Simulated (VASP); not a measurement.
Crystal: Tl3Mo.

```
Mo Tl
1.0
     4.18000    0.00000    0.00000
     0.00000    4.18000    0.00000
     0.00000    0.00000    4.18000
Mo Tl
1 3
Direct
  0.00000 0.00000 0.00000
  0.00000 0.50000 0.50000
  0.50000 0.00000 0.50000
  0.50000 0.50000 0.00000
```

* Program: VASP 6.6.1
* Task: relaxation of cell and atoms
* Functional: PBE
* Potentials or basis: VASP PAW PBE potentials, release 64 (Mo_sv, Tl_d)
* Cutoff: 600 eV
* k mesh: 5 × 5 × 5
* Occupations: methfessel-paxton, width 0.1 eV
* Spin: no spin polarisation

At the start: pressure 31.6 GPa; volume 18.26 Å³/atom.

**Question.** How do energy, volume and symmetry change on relaxing?

**Answer.** Over 4 steps the energy falls by 381.3 meV/atom and the volume is 23.30 Å³/atom (+27.6 %); space group Pm-3m (No. 221, to 0.1 Å) before and after.

Step by step:
```tsv
step	energy change (eV)	largest force (eV/Å)	pressure (GPa)	volume (Å³)
1	0.0000	0.0000	31.62	73.03
2	-0.7317	0.0000	-7.76	118.12
3	-1.5249	0.0000	-0.32	93.63
4	-1.5253	0.0000	-0.02	93.18
```

Final structure:
```
CELL_PARAMETERS angstrom
4.53361 0.00000 0.00000
0.00000 4.53361 0.00000
0.00000 0.00000 4.53361
ATOMIC_POSITIONS crystal
Mo 0.00000 0.00000 0.00000
Tl 0.00000 0.50000 0.50000
Tl 0.50000 0.00000 0.50000
Tl 0.50000 0.50000 0.00000
```

Caveat: the volume moved by over 15 % at a fixed basis, so the end points are rough.
